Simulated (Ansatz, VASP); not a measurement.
# One calculation of MgO2, two programs

```
Mg O
1.0
     4.88876    0.00000    0.00000
     0.00000    4.88876    0.00000
     0.00000    0.00000    4.88876
Mg O
4 8
Cartesian
  0.0000 2.4444 2.4444
  2.4444 2.4444 0.0000
  2.4444 0.0000 2.4444
  0.0000 0.0000 0.0000
  2.0150 0.4293 4.4594
  0.4293 4.4594 2.0150
  4.4594 2.0150 0.4293
  2.8737 2.8737 2.8737
  2.0150 2.0150 2.0150
  0.4293 2.8737 4.4594
  4.4594 0.4293 2.8737
  2.8737 4.4594 0.4293
```

Alike in both runs: functional PBEsol; k mesh 6 × 6 × 6; occupations gaussian, width 0.02 eV; no spin polarisation.

Ansatz relaxed the structure, and its values are those at the end. VASP's run is a single point on that final structure, the one shown.

|  | VASP | Ansatz |
| --- | --- | --- |
| version | VASP 6.6.1 | Ansatz 0.2.0 |
| potentials or method | VASP PAW PBE potentials, release 64 (Mg, O), cutoff 520 eV | scalar-relativistic, plane waves, PAW |
| valence electrons in the cell | 56 | 88 |

```tsv
	VASP	Ansatz	Ansatz less VASP
gap on the k mesh at the Fermi level (eV)	3.85	3.88	+0.026
least direct gap on the mesh (eV)	3.96	3.99	+0.024
pressure (GPa)	-3.9	-3.8	+0.12
rms of the force components (eV/Å)	0.092	0.001	-0.0906
```

VASP's potentials were made for PBE, not for PBEsol. VASP's potentials hold 56 valence electrons a cell and Ansatz's 88, so a difference there can come from the potentials and not from the codes. Ansatz's warnings: stress scf threshold loose.
